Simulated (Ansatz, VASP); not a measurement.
## SnPb2O3 in VASP and in Ansatz

The input INCAR:

```
SYSTEM = SnPb2O3
PREC = Accurate
ENCUT = 520
EDIFF = 1E-7
ISMEAR = 0
SIGMA = 0.1
LREAL = .False.
LASPH = .True.
NELM = 80
ALGO = Normal
ISIF = 2
LWAVE = .False.
LCHARG = .False.
GGA = PE
NBANDS = 72
```

File KPOINTS:

```
regular mesh
0
Gamma
  4 4 1
  0 0 0
```

File POSCAR:

```
SnPb2O3
1.0
    3.9461492000      0.0000000000      0.0000000000
    0.0000000000      3.9461492000      0.0000000000
    0.0000000000      0.0000000000     15.0580566800
Sn Pb O
2 4 6
Direct
    0.0000000000      0.5000000000      0.7461666700
    0.5000000000      0.0000000000      0.2538333300
    0.0000000000      0.5000000000      0.0795000000
    0.0000000000      0.5000000000      0.4128333300
    0.5000000000      0.0000000000      0.9205000000
    0.5000000000      0.0000000000      0.5871666700
    0.0000000000      0.0000000000      0.6666666700
    0.0000000000      0.0000000000      0.0000000000
    0.0000000000      0.0000000000      0.3333333300
    0.5000000000      0.5000000000      0.6666666700
    0.5000000000      0.5000000000      0.0000000000
    0.5000000000      0.5000000000      0.3333333300
```

Input for Ansatz:

```yaml
crystal:
  lattice:
    - [3.9461492, 0.0, 0.0]
    - [0.0, 3.9461492, 0.0]
    - [0.0, 0.0, 15.05805668]
  atoms:
    - { symbol: Sn, position: [0.0, 0.5, 0.74616667] }
    - { symbol: Sn, position: [0.5, 0.0, 0.25383333] }
    - { symbol: Pb, position: [0.0, 0.5, 0.0795] }
    - { symbol: Pb, position: [0.0, 0.5, 0.41283333] }
    - { symbol: Pb, position: [0.5, 0.0, 0.9205] }
    - { symbol: Pb, position: [0.5, 0.0, 0.58716667] }
    - { symbol: O, position: [0.0, 0.0, 0.66666667] }
    - { symbol: O, position: [0.0, 0.0, 0.0] }
    - { symbol: O, position: [0.0, 0.0, 0.33333333] }
    - { symbol: O, position: [0.5, 0.5, 0.66666667] }
    - { symbol: O, position: [0.5, 0.5, 0.0] }
    - { symbol: O, position: [0.5, 0.5, 0.33333333] }
basis:
  ecutwfc: 420
kpoints:
  mp_grid: { grid: [4, 4, 1] }
hamiltonian:
  xc: pbe
scf:
  occupations: { method: gaussian, width: 0.1 }
  lower_state_search: "off"
output:
  forces: true
  stress: true
  eigenvalues: true
```

Alike in both runs: task single point; functional PBE; k mesh 4 × 4 × 1; occupations gaussian, width 0.1 eV; no spin polarisation.

```csv
,VASP,Ansatz
version,VASP 6.6.1,Ansatz 0.2.0
potentials or method,"VASP PAW PBE potentials, release 64 (Sn_d, Pb_d, O), cutoff 520 eV","scalar-relativistic, plane waves, PAW"
valence electrons in the cell,120,120
```

```csv
,VASP,Ansatz,Ansatz less VASP
gap on the k mesh at the Fermi level (eV),0.77,0.76,-0.005
least direct gap on the mesh (eV),1.68,1.71,+0.027
pressure (GPa),2.1,2.0,-0.10
"traceless stress, the component that is largest in VASP (GPa)",-0.64,-0.64,-0.001
rms of the force components (eV/Å),0.329,0.335,+0.0055
```

Atom by atom the forces differ by 0.020 eV/Å (rms over components). With one functional, cell and mesh, what is left measures potentials, basis and numerics.

Spin-orbit coupling is off throughout.
